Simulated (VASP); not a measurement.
# P (Fm-3m) in VASP: further runs, part 2 of 2

VASP 6.6.1. Earlier steps stand in the parts before.

## 4. Single point, PBEsol

This run uses another cell than the first one, of 13.94 Å³/atom, 1.087 times its volume.

INCAR

```
  PREC = Accurate
  ENCUT = 520
  EDIFF = 1E-6
  ISMEAR = -1
  SIGMA = 0.1
  LREAL = False
  LASPH = True
  NELM = 60
  ALGO = Normal
  ISIF = 2
  LWAVE = False
  LCHARG = False
  GGA = PS
  NBANDS = 8
```

KPOINTS

```
Automatic mesh
0
Gamma
  16 16 16
```

POSCAR

```
P
1.0
    0.0000000000      1.9103657965      1.9103657965
    1.9103657965      0.0000000000      1.9103657965
    1.9103657965      1.9103657965      0.0000000000
P
1
Direct
    0.0000000000      0.0000000000      0.0000000000
```

Potentials or basis: VASP PAW PBE potentials, release 64 (P).

The run is started by

```console
> cat potpaw_PBE.64/P/POTCAR > POTCAR
> mpirun -np 1 vasp_std > vasp.out
```

OUTCAR:

```text
PREC = Accurate
   ENCUT = 520
   EDIFF = 1E-6
   ISMEAR = -1
   LREAL = False
   LASPH = True
   NELM = 60
   ISIF = 2
   GGA = PS

 ion  position               nearest neighbor table
   1  0.000  0.000  0.000-

  LATTYP: Found a face centered cubic cell.
 ALAT       =     3.8207315930

  Lattice vectors:

 A1 = (   0.0000000000,   1.9103657965,   1.9103657965)
 A2 = (   1.9103657965,   0.0000000000,   1.9103657965)
 A3 = (   1.9103657965,   1.9103657965,   0.0000000000)

Analysis of symmetry for initial positions (statically):
=====================================================================
 Subroutine PRICEL returns:
 Original cell was already a primitive cell.

 Routine SETGRP: Setting up the symmetry group for a
 face centered cubic supercell.

 Subroutine GETGRP returns: Found 48 space group operations
 (whereof 48 operations were pure point group operations)
 out of a pool of 48 trial point group operations.

The static configuration has the point symmetry O_h .

Analysis of symmetry for dynamics (positions and initial velocities):
=====================================================================
 Subroutine PRICEL returns:
 Original cell was already a primitive cell.

 Routine SETGRP: Setting up the symmetry group for a
 face centered cubic supercell.

 Subroutine GETGRP returns: Found 48 space group operations
 (whereof 48 operations were pure point group operations)
 out of a pool of 48 trial point group operations.

The dynamic configuration has the point symmetry O_h .

 Subroutine INISYM returns: Found 48 space group operations
 (whereof 48 operations are pure point group operations),
 and found     1 'primitive' translations

----------------------------------------------------------------------------------------

                                     Primitive cell
[... 102 lines left out ...]
   EMIN   =  10.00;   EMAX   =-10.00  energy-range for DOS
   EFERMI =   0.00;   METHOD = LEGACY
   ISMEAR =    -1;   SIGMA  =   0.10  broadening in eV -4-tet -1-fermi 0-gaus
   EFERMI_NEDOS =   21; number of points for ismear=-14 and -15
   IALGO  =     38    algorithm
   IMIX   =      4    mixing-type and parameters
     AMIX     =   0.40;   BMIX     =  1.00
     AMIX_MAG =   1.60;   BMIX_MAG =  1.00
  volume/ion in A,a.u.               =      13.94        94.10
  Fermi-wavevector in a.u.,A,eV,Ry     =   1.163068  2.197879 18.404959  1.352726
  Thomas-Fermi vector in A             =   2.299622
   LORBIT       =      0    0 simple, 1 ext, 2 COOP (PROOUT), +10 PAW based schemes
   GGA     = PS    functional components
   LHFCALC =     F    Hartree Fock is set to
   AEXX    =    0.0000 exact exchange contribution
   IVDW    =     0    specifies the selected vdW correction
   LEPSILON=     F    determine dielectric tensor
   LRPA    =     F    only Hartree local field effects (RPA)
 non-spin polarized calculation
  energy-cutoff  :      520.00
  volume of cell :       13.94
 maximum number of plane-waves:       388
   NGX =  9   NGY =  9   NGZ =  9

 number of electron       4.9999999 magnetization

 Free energy of the ion-electron system (eV)
  ---------------------------------------------------
  ext. energy  EPLUGINS =         0.00000000
  ---------------------------------------------------
  free energy    TOTEN  =        -5.05560163 eV

  energy without entropy =       -5.03599419  energy(sigma->0) =       -5.04579791

 E-fermi :  10.3194     XC(G=0): -11.7294

 val. band max:       10.2920193624   @ k =  -0.4375   0.3750   0.1875
 cond. band min:      10.3321186981   @ k =  -0.4375   0.5000   0.0625
 fundamental gap:      0.0400993357
 Fermi energy:        10.3193960690

 k-point     1 :       0.0000    0.0000    0.0000
  band No.  band energies     occupation
      1      -6.4367      2.00000
      2      17.5475      0.00000
      3      17.5475      0.00000
      4      17.5475      0.00000
      5      21.8964      0.00000
      6      21.8964      0.00000
      7      21.8964      0.00000
      8      28.2817      0.00000
[... 243 lines left out ...]
 k-point    24 :      -0.0625    0.0625    0.0000
  band No.  band energies     occupation
      1      -6.1357      2.00000
      2      15.7600      0.00000
      3      16.1143      0.00000
      4      17.5506      0.00000
      5      22.0247      0.00000
      6      22.1907      0.00000
      7      23.1638      0.00000
      8      26.8552      0.00000

 [... further k-points ...]
[... 5 lines left out ...]
  --------------------------------------------------------------------------------------
  -------------------------------------------------------------------------------------
  Total        0.0747530      0.0747530      0.0747530      0.0000000     -0.0000000      0.0000000
  in kB        8.5893393      8.5893393      8.5893393      0.0000000     -0.0000000      0.0000000
  external PRESSURE =       8.5893393 kB  Pullay stress =       0.0000000 kB

 VOLUME and BASIS-vectors are now :
 -----------------------------------------------------------------------------
  energy-cutoff  :      520.00
  volume of cell :       13.94
      direct lattice vectors                 reciprocal lattice vectors
     0.000000000  1.910365797  1.910365797    -0.261729979  0.261729979  0.261729979
     1.910365797  0.000000000  1.910365797     0.261729979 -0.261729979  0.261729979
     1.910365797  1.910365797  0.000000000     0.261729979  0.261729979 -0.261729979

 POSITION                                       TOTAL-FORCE (eV/Angst)
 -----------------------------------------------------------------------------------
      0.00000      0.00000      0.00000         0.000000      0.000000      0.000000
 -----------------------------------------------------------------------------------
    total drift:                               -0.000000      0.000000     -0.000000

  FREE ENERGIE OF THE ION-ELECTRON SYSTEM (eV)
  ---------------------------------------------------
  free  energy   TOTEN  =        -5.0556016266 eV

  energy  without entropy=       -5.0359941879  energy(sigma->0) =       -5.04579791
```

stdout:

```text
POSCAR found type information on POSCAR P
 POSCAR found :  1 types and       1 ions
 scaLAPACK will be used
 -----------------------------------------------------------------------------
|                                                                             |
|                                                                             |
|     You enforced a specific xc type in the INCAR file but a different       |
|     I HOPE YOU KNOW WHAT YOU ARE DOING!                                     |
|                                                                             |
 -----------------------------------------------------------------------------

 LDA part: xc-table for (Slater+PW92), standard interpolation
 POSCAR, INCAR and KPOINTS ok, starting setup
 FFT: planning ... GRIDC
 FFT: planning ... GRID_SOFT
 FFT: planning ... GRID
 WAVECAR not read
 entering main loop
```

It took 6.1 s on 1 thread of Intel Xeon 6975P-C, shared host; peak memory 0.12 GiB.

Results:

```yaml
Free_energy: -5.0556 eV
Pressure: 0.9 GPa
```

Caveat: the PAW data sets were made with another functional, which shifts forces and pressure a little.

## 5. The runs side by side

| cell | gap on the mesh (eV) | pressure (GPa) |
| --- | --- | --- |
| a = 2.628 Å, angles 60.0°, 1 atom | none | 11.1 |
| a = 2.665 Å, angles 60.0°, 1 atom | none | 5.5 |
| a = 2.702 Å, angles 60.0°, 1 atom | none | 0.9 |

Alike in all rows: task single point; level PBEsol; potentials or basis VASP PAW PBE potentials, release 64 (P); no spin polarisation; k mesh 16 × 16 × 16; cutoff (eV) 520; smearing fermi-dirac 0.1 eV.

Caveats: the PAW data sets were made with another functional, which shifts forces and pressure a little.

Total energies depend on the potentials used, so only differences within one code and one set of settings carry meaning.
